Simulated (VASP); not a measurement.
Here is a VASP 6.6.1 calculation.

INCAR

```
SYSTEM = BeH4
PREC = Accurate ; ENCUT = 520
EDIFF = 1E-6 ; ISMEAR = 0
SIGMA = 0.1 ; LREAL = .False.
LASPH = .True. ; NELM = 100
ALGO = Normal ; ISIF = 2
LWAVE = .False. ; LCHARG = .False.
GGA = PE ; NBANDS = 11
```

The input KPOINTS:

```
Automatic mesh
0
Gamma
  16 16 8
  0 0 0
```

File POSCAR:

```
BeH4
1.0
    2.5068363919      0.0000000000      0.0000000000
    0.0000000000      2.5068363919      0.0000000000
    0.0000000000      0.0000000000      4.9330714625
Be H
1 4
Direct
    0.0000000000      0.0000000000      0.0000000000
    0.5000000000      0.0000000000      0.1930578151
    0.0000000000      0.5000000000      0.8069421849
    0.5000000000      0.0000000000      0.8069421849
    0.0000000000      0.5000000000      0.1930578151
```

Potentials or basis: VASP PAW PBE potentials, release 64 (Be, H).

The run is started by

```console
$ cat potpaw_PBE.64/Be/POTCAR potpaw_PBE.64/H/POTCAR > POTCAR
$ mpirun -np 1 vasp_std > vasp.out
```

Q: Estimate the pressure.

A: -0.2 GPa.

Q: Predict the largest force.

A: 0.004 eV/Å.

Q: What does it give for the band gap on the k mesh?

A: Zero (band 3 reaches 4.83 eV, above the bottom of band 4 at -1.36 eV).

Forces in eV/Å, atoms in the order of the input:
```
Be   0.000  0.000  0.000
H    0.000  0.000  0.004
H    0.000  0.000 -0.004
H    0.000  0.000 -0.004
H    0.000  0.000  0.004
```
